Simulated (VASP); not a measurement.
# BN (P3m1) in VASP: further runs, part 2 of 2

VASP 6.6.1. The steps go on from the part before.

## 3. Single point, PBE+D3(BJ)

This run uses another cell than the first one, of 9.19 Å³/atom, 1.041 times its volume.

The input, INCAR:

```
SYSTEM = BN
PREC = Accurate
ENCUT = 520
EDIFF = 1E-7
ISMEAR = 0
SIGMA = 0.05
LREAL = .False.
LASPH = .True.
NELM = 80
ALGO = Normal
ISIF = 2
LWAVE = .False.
LCHARG = .True.
GGA = PE
IVDW = 12
LELF = .True.
LVHAR = .True.
NBANDS = 21
```

The input, KPOINTS:

```
regular mesh
0
Gamma
  10 10 3
  0 0 0
```

The input, POSCAR:

```
BN
1.0
   -1.2530569071     -2.1703582278      0.0000000000
    1.2530569071     -2.1703582278      0.0000000000
    0.0000000000      0.0000000000     10.1346513545
B N
3 3
Direct
    1.0000000000      1.0000000000      0.4878099825
    0.3333333333      0.3333333333      0.8129207011
    0.6666666667      0.6666666667      0.1626992638
    1.0000000000      1.0000000000      0.8126325669
    0.3333333333      0.3333333333      0.1624111297
    0.6666666667      0.6666666667      0.4875218483
```

Potentials or basis: VASP PAW PBE potentials, release 64 (B, N).

On the command line:

```sh
> cat potpaw_PBE.64/B/POTCAR potpaw_PBE.64/N/POTCAR > POTCAR
> mpirun -np 1 vasp_std > vasp.out
```

OUTCAR:

```text
SYSTEM = BN
   PREC = Accurate
   ENCUT = 520
   EDIFF = 1E-7
   ISMEAR = 0
   LREAL = .False.
   LASPH = .True.
   NELM = 80
   ISIF = 2
   GGA = PE
   IVDW = 12
 IVDW          = 12

 ion  position               nearest neighbor table
   1  0.000  0.000  0.488-   6 1.45   6 1.45   6 1.45
   2  0.333  0.333  0.813-   4 1.45   4 1.45   4 1.45
   3  0.667  0.667  0.163-   5 1.45   5 1.45   5 1.45
   4  0.000  0.000  0.813-   2 1.45   2 1.45   2 1.45
   5  0.333  0.333  0.162-   3 1.45   3 1.45   3 1.45
   6  0.667  0.667  0.488-   1 1.45   1 1.45   1 1.45

  LATTYP: Found a hexagonal cell.
 ALAT       =     2.5061138141
 C/A-ratio  =     4.0439709072

  Lattice vectors:

 A1 = (  -1.2530569071,   2.1703582278,   0.0000000000)
 A2 = (  -1.2530569071,  -2.1703582278,   0.0000000000)
 A3 = (   0.0000000000,   0.0000000000,  10.1346513545)

Analysis of symmetry for initial positions (statically):
=====================================================================
 Subroutine PRICEL returns:
 Original cell was already a primitive cell.

 Routine SETGRP: Setting up the symmetry group for a
 hexagonal supercell.

 Subroutine GETGRP returns: Found  6 space group operations
 (whereof  6 operations were pure point group operations)
 out of a pool of 24 trial point group operations.

The static configuration has the point symmetry C_3v.

Analysis of symmetry for dynamics (positions and initial velocities):
=====================================================================
 Subroutine PRICEL returns:
 Original cell was already a primitive cell.

 Routine SETGRP: Setting up the symmetry group for a
 hexagonal supercell.

 Subroutine GETGRP returns: Found  6 space group operations
 (whereof  6 operations were pure point group operations)
 out of a pool of 24 trial point group operations.

The dynamic configuration has the point symmetry C_3v.

 Subroutine INISYM returns: Found  6 space group operations
 (whereof  6 operations are pure point group operations),
 and found     1 'primitive' translations

----------------------------------------------------------------------------------------

                                     Primitive cell

  volume of cell :      55.1240

  direct lattice vectors                    reciprocal lattice vectors
    -1.253056907 -2.170358228  0.000000000    -0.399024176 -0.230376716  0.000000000
     1.253056907 -2.170358228  0.000000000     0.399024176 -0.230376716  0.000000000
     0.000000000  0.000000000 10.134651355     0.000000000  0.000000000  0.098671377

  length of vectors
     2.506113814  2.506113814 10.134651355     0.460753431  0.460753431  0.098671377

  position of ions in fractional coordinates (direct lattice)
     0.000000000  0.000000000  0.487809983
     0.333333333  0.333333333  0.812920701
     0.666666667  0.666666667  0.162699264
     0.000000000  0.000000000  0.812632567
     0.333333333  0.333333333  0.162411130
     0.666666667  0.666666667  0.487521848

  ion indices of the primitive-cell ions
   primitive index   ion index
                 1           1
                 2           2
                 3           3
                 4           4
                 5           5
[... 27 lines left out ...]

 Following reciprocal coordinates:
            Coordinates               Weight
  0.000000  0.000000  0.000000      1.000000
  0.100000 -0.000000  0.000000      6.000000
  0.200000 -0.000000  0.000000      6.000000
  0.300000 -0.000000  0.000000      6.000000
  0.400000 -0.000000  0.000000      6.000000
  0.500000 -0.000000  0.000000      3.000000
[... 16 lines left out ...]
  0.400000  0.400000  0.333333      6.000000
  0.500000 -0.000000  0.333333      6.000000
 [... further k-points ...]
   k-points           NKPTS =     36   k-points in BZ     NKDIM =     36   number of bands    NBANDS=     21
   number of dos      NEDOS =    301   number of ions     NIONS =      6
   total plane-waves  NPLWV =  32000
   dimension x,y,z NGX =    20 NGY =   20 NGZ =   80
   dimension x,y,z NGXF=    40 NGYF=   40 NGZF=  160
   ions per type =               3   3
   NGX,Y,Z   is equivalent  to a cutoff of  13.27, 13.27, 13.12 a.u.
   NGXF,Y,Z  is equivalent  to a cutoff of  26.53, 26.53, 26.25 a.u.
 SYSTEM =  BN
   PREC   = accura    normal or accurate (medium, high low for compatibility)
   ISTART =      0    job   : 0-new  1-cont  2-samecut
   ICHARG =      2    charge: 1-file 2-atom 10-const
   ISPIN  =      1    spin polarized calculation?
   LNONCOLLINEAR =      F non collinear calculations
   LSORBIT =      F    spin-orbit coupling
   LASPH  =      T    aspherical Exc in radial PAW
   ENCUT  =  520.0 eV  38.22 Ry    6.18 a.u.   4.66  4.66 18.84*2*pi/ulx,y,z
   NELM   =     80;   NELMIN=  2; NELMDL= -5     # of ELM steps
   EDIFF  = 0.1E-06   stopping-criterion for ELM
   LREAL  =      F    real-space projection
   EDIFFG = 0.1E-05   stopping-criterion for IOM
   NSW    =      0    number of steps for IOM
   IBRION =     -1    ionic relax: 0-MD 1-quasi-New 2-CG
   NFREE  =      0    steps in history (QN), initial steepest desc. (CG)
   ISIF   =      2    stress and relaxation
   ISYM   =      2    0-nonsym 1-usesym 2-fastsym
   POTIM  = 0.5000    time-step for ionic-motion
   TEBEG  =    0.0;   TEEND  =   0.0 temperature during run
   PSTRESS=    0.0 pullay stress
   NELECT =      24.0000    total number of electrons
   NUPDOWN=      -1.0000    fix difference up-down
   EMIN   =  10.00;   EMAX   =-10.00  energy-range for DOS
   EFERMI =   0.00;   METHOD = LEGACY
   ISMEAR =     0;   SIGMA  =   0.05  broadening in eV -4-tet -1-fermi 0-gaus
   EFERMI_NEDOS =   21; number of points for ismear=-14 and -15
   IALGO  =     38    algorithm
   IMIX   =      4    mixing-type and parameters
     AMIX     =   0.40;   BMIX     =  1.00
     AMIX_MAG =   1.60;   BMIX_MAG =  1.00
  volume/ion in A,a.u.               =       9.19        62.00
  Fermi-wavevector in a.u.,A,eV,Ry     =   1.240790  2.344753 20.946978  1.539559
  Thomas-Fermi vector in A             =   2.375215
   LORBIT       =      0    0 simple, 1 ext, 2 COOP (PROOUT), +10 PAW based schemes
   GGA     = PE    functional components
   LHFCALC =     F    Hartree Fock is set to
   AEXX    =    0.0000 exact exchange contribution
   IVDW    =    12    specifies the selected vdW correction
   LEPSILON=     F    determine dielectric tensor
   LRPA    =     F    only Hartree local field effects (RPA)
 non-spin polarized calculation
 Gauss-broadening in eV      SIGMA  =   0.05
  energy-cutoff  :      520.00
  volume of cell :       55.12
 maximum number of plane-waves:      1513
   NGX =  9   NGY =  9   NGZ = 37

 number of electron      24.0000003 magnetization

 Free energy of the ion-electron system (eV)
  ---------------------------------------------------
  ext. energy  EPLUGINS =         0.00000000
  ---------------------------------------------------
  free energy    TOTEN  =       -52.74274337 eV

  energy without entropy =      -52.74274337  energy(sigma->0) =      -52.74274337

 E-fermi :   2.3815     XC(G=0):  -9.9547

 val. band max:        2.1380282036   @ k =  -0.4000   0.3000   0.0000
 cond. band min:       6.3760318825   @ k =   0.5000  -0.0000   0.0000
 fundamental gap:      4.2380036789
 Fermi energy:         2.3814828892

 k-point     1 :       0.0000    0.0000    0.0000
  band No.  band energies     occupation
      1     -15.6548      2.00000
      2     -15.4782      2.00000
      3     -15.4272      2.00000
      4      -3.7010      2.00000
      5      -3.4869      2.00000
      6      -2.0428      2.00000
[... 565 lines left out ...]
     20      15.4710      0.00000
     21      16.0322      0.00000

 [... further k-points ...]

------------------------ aborting loop because EDIFF is reached ----------------------------------------

 Edisp (eV)   -0.82901

 E8    (eV) :    -0.2425

  FORCE on cell =-STRESS in cart. coord.  units (eV):
  Direction    XX          YY          ZZ          XY          YZ          ZX
  --------------------------------------------------------------------------------------
  -------------------------------------------------------------------------------------
  Total       0.08564     0.08564    -0.21725     0.00000     0.00000     0.00000
  in kB       2.48899     2.48899    -6.31442     0.00000     0.00000     0.00000
  external pressure =       -0.45 kB  Pullay stress =        0.00 kB

 VOLUME and BASIS-vectors are now :
 -----------------------------------------------------------------------------
  energy-cutoff  :      520.00
  volume of cell :       55.12
      direct lattice vectors                 reciprocal lattice vectors
    -1.253056907 -2.170358228  0.000000000    -0.399024176 -0.230376716  0.000000000
     1.253056907 -2.170358228  0.000000000     0.399024176 -0.230376716  0.000000000
     0.000000000  0.000000000 10.134651355     0.000000000  0.000000000  0.098671377

 POSITION                                       TOTAL-FORCE (eV/Angst)
 -----------------------------------------------------------------------------------
      0.00000      0.00000      4.94378        -0.000000      0.000000     -0.005713
      0.00000     -1.44691      8.23867        -0.000000      0.000000      0.008409
      0.00000     -2.89381      1.64890         0.000000     -0.000000     -0.026893
      0.00000      0.00000      8.23575        -0.000000     -0.000000      0.041710
      0.00000     -1.44691      1.64598        -0.000000     -0.000000     -0.023248
      0.00000     -2.89381      4.94086        -0.000000     -0.000000      0.005735
 -----------------------------------------------------------------------------------
    total drift:                               -0.000000      0.000000      0.000033

  FREE ENERGIE OF THE ION-ELECTRON SYSTEM (eV)
  ---------------------------------------------------
  free  energy   TOTEN  =       -53.5717495489 eV

  energy  without entropy=      -53.5717495489  energy(sigma->0) =      -53.57174955
```

It took 32 s on 1 thread of Intel Xeon Platinum 8559C (Emerald Rapids), shared host; peak memory 0.18 GiB.

What came out:

```yaml
Free_energy: -53.5717 eV
Pressure: 0.0 GPa
Largest_force: 0.042 eV/Å
Band_gap_on_the_k_mesh: 4.24 eV
Dispersion_energy_per_atom: -0.138 eV
```

Forces in eV/Å, atoms in the order of the input:
```
B    0.000  0.000 -0.006
B    0.000  0.000  0.008
B    0.000  0.000 -0.027
N    0.000  0.000  0.042
N    0.000  0.000 -0.023
N    0.000  0.000  0.006
```

A k mesh can miss the band edges. Expect the measured gap to be larger: semilocal functionals such as PBE lack the derivative discontinuity.
